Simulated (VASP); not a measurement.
# GaN (P6_3mc) in VASP: further runs, part 2 of 3

VASP 6.6.1. The steps go on from the part before.

## Step 3: Single point, PBE

Contents of INCAR:

```
SYSTEM = GaN
PREC = Accurate
ENCUT = 520
EDIFF = 1E-7
ISMEAR = -1
SIGMA = 0.02
LREAL = .FALSE.
LASPH = .TRUE.
NELM = 100
ALGO = Normal
ISIF = 2
LWAVE = .FALSE.
LCHARG = .FALSE.
GGA = PE
NBANDS = 26
```

Contents of KPOINTS:

```
Automatic mesh
0
G
  12 12 6
  0 0 0
```

Contents of POSCAR:

```
GaN
1.0
    3.1831494038      0.0000000000      0.0000000000
   -1.5915747019      2.7566882477      0.0000000000
    0.0000000000      0.0000000000      5.1836255107
Ga N
2 2
Direct
    0.3333333333      0.6666666667     -0.0008868064
    0.6666666667      0.3333333333      0.4991131936
    0.3333333333      0.6666666667      0.3758868064
    0.6666666667      0.3333333333      0.8758868064
```

Potentials or basis: VASP PAW PBE potentials, release 64 (Ga_d, N).

Run with:

```
> cat potpaw_PBE.64/Ga_d/POTCAR potpaw_PBE.64/N/POTCAR > POTCAR
> mpirun -np 1 vasp_std > vasp.out
```

OUTCAR:

```text
SYSTEM = GaN
   PREC = Accurate
   ENCUT = 520
   EDIFF = 1E-7
   ISMEAR = -1
   LREAL = .FALSE.
   LASPH = .TRUE.
   NELM = 100
   ISIF = 2
   GGA = PE

 ion  position               nearest neighbor table
   1  0.333  0.667  0.999-   4 1.95   4 1.95   4 1.95   3 1.95
   2  0.667  0.333  0.499-   3 1.95   3 1.95   3 1.95   4 1.95
   3  0.333  0.667  0.376-   2 1.95   2 1.95   2 1.95   1 1.95
   4  0.667  0.333  0.876-   1 1.95   1 1.95   1 1.95   2 1.95

  LATTYP: Found a hexagonal cell.
 ALAT       =     3.1831494038
 C/A-ratio  =     1.6284581253

  Lattice vectors:

 A1 = (   3.1831494038,   0.0000000000,   0.0000000000)
 A2 = (  -1.5915747019,   2.7566882477,   0.0000000000)
 A3 = (   0.0000000000,   0.0000000000,   5.1836255107)

Analysis of symmetry for initial positions (statically):
=====================================================================
 Subroutine PRICEL returns:
 Original cell was already a primitive cell.

 Routine SETGRP: Setting up the symmetry group for a
 hexagonal supercell.

 Subroutine GETGRP returns: Found 12 space group operations
 (whereof  6 operations were pure point group operations)
 out of a pool of 24 trial point group operations.

The static configuration has the point symmetry C_3v.
 The point group associated with its full space group is C_6v.

Analysis of symmetry for dynamics (positions and initial velocities):
=====================================================================
 Subroutine PRICEL returns:
 Original cell was already a primitive cell.

 Routine SETGRP: Setting up the symmetry group for a
 hexagonal supercell.

 Subroutine GETGRP returns: Found 12 space group operations
 (whereof  6 operations were pure point group operations)
 out of a pool of 24 trial point group operations.

The dynamic configuration has the point symmetry C_3v.
 The point group associated with its full space group is C_6v.

 Subroutine INISYM returns: Found 12 space group operations
 (whereof  6 operations are pure point group operations),
[... 119 lines left out ...]
     AMIX     =   0.40;   BMIX     =  1.00
     AMIX_MAG =   1.60;   BMIX_MAG =  1.00
  volume/ion in A,a.u.               =      11.37        76.74
  Fermi-wavevector in a.u.,A,eV,Ry     =   1.514315  2.861640 31.200200  2.293150
  Thomas-Fermi vector in A             =   2.623989
   LORBIT       =      0    0 simple, 1 ext, 2 COOP (PROOUT), +10 PAW based schemes
   GGA     = PE    functional components
   LHFCALC =     F    Hartree Fock is set to
   AEXX    =    0.0000 exact exchange contribution
   IVDW    =     0    specifies the selected vdW correction
   LEPSILON=     F    determine dielectric tensor
   LRPA    =     F    only Hartree local field effects (RPA)
 non-spin polarized calculation
  energy-cutoff  :      520.00
  volume of cell :       45.49
 maximum number of plane-waves:      1248
 NGX is ok and might be reduce to    24
   NGX = 11   NGY = 11   NGZ = 19

 number of electron      35.9999993 magnetization

 Free energy of the ion-electron system (eV)
  ---------------------------------------------------
  ext. energy  EPLUGINS =         0.00000000
  ---------------------------------------------------
  free energy    TOTEN  =       -24.29726805 eV

  energy without entropy =      -24.29726805  energy(sigma->0) =      -24.29726805

 E-fermi :   5.8224     XC(G=0): -11.6932

 val. band max:        5.3664740469   @ k =   0.0000   0.0000   0.0000
 cond. band min:       7.3083383074   @ k =   0.0000   0.0000   0.0000
 fundamental gap:      1.9418642605
 Fermi energy:         5.8223884268

 k-point     1 :       0.0000    0.0000    0.0000
  band No.  band energies     occupation
      1     -10.6503      2.00000
      2      -9.7152      2.00000
      3      -8.0745      2.00000
      4      -8.0593      2.00000
      5      -8.0593      2.00000
      6      -7.9972      2.00000
[... 685 lines left out ...]
     25      16.7317      0.00000
     26      18.5219      0.00000

 [... further k-points ...]

------------------------ aborting loop because EDIFF is reached ----------------------------------------

  FORCE on cell =-STRESS in cart. coord.  units (eV):
  Direction    XX          YY          ZZ          XY          YZ          ZX
  --------------------------------------------------------------------------------------
  -------------------------------------------------------------------------------------
  Total        1.7588622      1.7588622      1.7948739      0.0000000      0.0000000      0.0000000
  in kB       61.9532513     61.9532513     63.2217099      0.0000000      0.0000000      0.0000000
  external PRESSURE =      62.3760708 kB  Pullay stress =       0.0000000 kB

 VOLUME and BASIS-vectors are now :
 -----------------------------------------------------------------------------
  energy-cutoff  :      520.00
  volume of cell :       45.49
      direct lattice vectors                 reciprocal lattice vectors
     3.183149404  0.000000000  0.000000000     0.314154277  0.181377056  0.000000000
    -1.591574702  2.756688248  0.000000000     0.000000000  0.362754113  0.000000000
     0.000000000  0.000000000  5.183625511     0.000000000  0.000000000  0.192915171

 POSITION                                       TOTAL-FORCE (eV/Angst)
 -----------------------------------------------------------------------------------
     -0.00000      1.83779      5.17903        -0.000000      0.000000      0.004534
      1.59157      0.91890      2.58722         0.000000     -0.000000      0.004534
     -0.00000      1.83779      1.94846        -0.000000      0.000000     -0.004534
      1.59157      0.91890      4.54027         0.000000      0.000000     -0.004534
 -----------------------------------------------------------------------------------
    total drift:                               -0.000001     -0.000001     -0.001090

  FREE ENERGIE OF THE ION-ELECTRON SYSTEM (eV)
  ---------------------------------------------------
  free  energy   TOTEN  =       -24.2972680498 eV

  energy  without entropy=      -24.2972680498  energy(sigma->0) =      -24.29726805
```

OSZICAR:

```text
N       E                     dE             d eps       ncg     rms          rms(c)
DAV:   1     0.281842254223E+03    0.28184E+03   -0.17627E+04  4358   0.259E+03
DAV:   2     0.782093594762E+01   -0.27402E+03   -0.25781E+03  4376   0.493E+02
DAV:   3    -0.271398555698E+02   -0.34961E+02   -0.34490E+02  4724   0.142E+02
DAV:   4    -0.283042638130E+02   -0.11644E+01   -0.11597E+01  4662   0.281E+01
DAV:   5    -0.283289016980E+02   -0.24638E-01   -0.24607E-01  4800   0.396E+00    0.110E+01
DAV:   6    -0.242165233036E+02    0.41124E+01   -0.10001E+01  6526   0.492E+01    0.307E+00
DAV:   7    -0.243153644094E+02   -0.98841E-01   -0.14298E+00  4202   0.903E+00    0.271E+00
DAV:   8    -0.243111458007E+02    0.42186E-02   -0.14608E-01  6498   0.513E+00    0.800E-01
DAV:   9    -0.242967363997E+02    0.14409E-01   -0.47887E-02  6452   0.371E+00    0.340E-01
DAV:  10    -0.242973080123E+02   -0.57161E-03   -0.42007E-03  4150   0.418E-01    0.688E-02
DAV:  11    -0.242972679402E+02    0.40072E-04   -0.40478E-04  5936   0.373E-01    0.382E-02
DAV:  12    -0.242972659927E+02    0.19475E-05   -0.48047E-05  5188   0.637E-02    0.106E-02
DAV:  13    -0.242972679993E+02   -0.20066E-05   -0.15226E-05  6024   0.438E-02    0.135E-02
DAV:  14    -0.242972680431E+02   -0.43809E-07   -0.26500E-06  4178   0.128E-02    0.639E-03
DAV:  15    -0.242972680498E+02   -0.67257E-08   -0.28213E-07  4250   0.348E-03
   1 F= -.24297268E+02 E0= -.24297268E+02  d E =-.365108E-12
```

stdout:

```text
POSCAR found type information on POSCAR GaN
 POSCAR found :  2 types and       4 ions
 scaLAPACK will be used
 LDA part: xc-table for (Slater+PW92), standard interpolation
 POSCAR, INCAR and KPOINTS ok, starting setup
 FFT: planning ... GRIDC
 FFT: planning ... GRID_SOFT
 FFT: planning ... GRID
 WAVECAR not read
 entering main loop
```

Wall time 79 s (1 thread of Intel Xeon 8259CL, shared host); peak memory 0.21 GiB.

Results:

```yaml
Free_energy: -24.2973 eV
Pressure: 6.2 GPa
Largest_force: 0.005 eV/Å
Band_gap_on_the_k_mesh: 1.94 eV
```

Forces in eV/Å, atoms in the order of the input:
```
Ga   0.000  0.000  0.005
Ga   0.000  0.000  0.005
N    0.000  0.000 -0.005
N    0.000  0.000 -0.005
```

Stress tensor (GPa, compression positive):
```
6.20 0.00 0.00
0.00 6.20 0.00
0.00 0.00 6.32
```

Levels at points of the mesh, in eV from the valence-band top:
| k point | band 16 | band 17 | band 18 | band 19 | band 20 | band 21 |
| --- | --- | --- | --- | --- | --- | --- |
| (0.00, 0.00, 0.00) | -0.04 | 0.00 | 0.00 | 1.94 | 4.28 | 9.22 |
| (0.50, 0.00, 0.00) | -2.75 | -2.21 | -1.00 | 5.08 | 5.59 | 6.06 |
| (0.00, 0.00, 0.50) | -0.53 | -0.53 | -0.53 | 4.28 | 4.28 | 8.49 |
| (0.50, 0.00, 0.50) | -1.95 | -1.90 | -1.90 | 4.42 | 4.42 | 7.79 |

Caveat: the cell stands under pressure.

[end of part 2 of 3]
